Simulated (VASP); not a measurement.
Write the native input for VASP 6.6.1 that does the following.

```
Task                   : single point
Functional             : PBE
Potentials or basis    : VASP PAW PBE potentials, release 64 (W_sv)
Cutoff                 : 520 eV
k mesh                 : 15 × 15 × 7
Occupations            : fermi-dirac, width 0.1 eV
Spin                   : no spin polarisation
Dipole correction      : no
Further INCAR settings : ALGO = Normal; EDIFF = 1e-06; NBANDS = 21
```

The structure of W lies in POSCAR:

```
W
1.0
    2.8140126972      0.0000000000      0.0000000000
   -1.4070063486      2.4370064823      0.0000000000
    0.0000000000      0.0000000000      5.0133495606
W
2
Direct
    0.3333333333      0.6666666667      0.2500000000
    0.6666666667      0.3333333333      0.7500000000
```

This cell differs from its parent crystal: volume scaled by 1.04.

These files were run (other wordings do the same):

INCAR

```
PREC = Accurate
ENCUT = 520
EDIFF = 1E-6
ISMEAR = -1
SIGMA = 0.1
LREAL = F
LASPH = T
NELM = 80
ALGO = Normal
ISIF = 2
LWAVE = F
LCHARG = T
GGA = PE
LELF = T
LVHAR = T
NBANDS = 21
```

KPOINTS

```
Automatic mesh
0
Gamma
  15 15 7
```

Potentials or basis: VASP PAW PBE potentials, release 64 (W_sv).

Command:

```console
$ cat potpaw_PBE.64/W_sv/POTCAR > POTCAR
$ mpirun -np 1 vasp_std > vasp.out
```

Results of the run:

* Pressure: -9.8 GPa
* Band gap on the k mesh: zero (band 14 reaches 11.14 eV, above the bottom of band 15 at 9.61 eV)

Caveat: spin-orbit coupling is left out, which moves the levels of the heavy elements.

Wall time 110 s on 1 thread of AMD EPYC 7R13, on a shared host, peak memory 0.17 GiB.
